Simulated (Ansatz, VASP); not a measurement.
# One calculation of MgO, two programs

```
Mg O
1.0
     3.30347    0.00000    0.00000
    -1.65173    2.86089    0.00000
     0.00000    0.00000   10.03878
Mg O
4 4
Direct
  0.29216 0.66667 0.99040
  0.37450 0.66667 0.51325
  0.64314 0.33333 0.24744
  0.69019 0.33333 0.75622
  0.30849 0.66667 0.19009
  0.35817 0.66667 0.71086
  0.70523 0.33333 0.45525
  0.62811 0.33333 0.94570
```

Change from the starting cell: mode 4 frozen in at -0.136 Å and mode 10 at -0.115 Å (largest displacements).

Alike in both runs: task single point; functional PBEsol; k mesh 9 × 9 × 4; occupations gaussian, width 0.05 eV; no spin polarisation.

```csv
,VASP,Ansatz
version,VASP 6.6.1,Ansatz 0.2.0
potentials or method,"VASP PAW PBE potentials, release 64 (Mg, O), cutoff 600 eV","scalar-relativistic, plane waves, PAW"
valence electrons in the cell,32,64
```

|  | VASP | Ansatz | Ansatz less VASP |
| --- | --- | --- | --- |
| gap on the k mesh at the Fermi level (eV) | 3.24 | 3.25 | +0.007 |
| least direct gap on the mesh (eV) | 3.24 | 3.25 | +0.007 |
| pressure (GPa) | -0.1 | 0.3 | +0.44 |
| traceless stress, the component that is largest in VASP (GPa) | 0.54 | 0.50 | -0.039 |
| rms of the force components (eV/Å) | 0.267 | 0.262 | -0.0047 |

VASP's potentials were made for PBE, not for PBEsol, and Ansatz warns of the same on its side. Atom by atom the forces differ by 0.005 eV/Å (rms over components). VASP's potentials hold 32 valence electrons a cell and Ansatz's 64, so a difference there can come from the potentials and not from the codes.
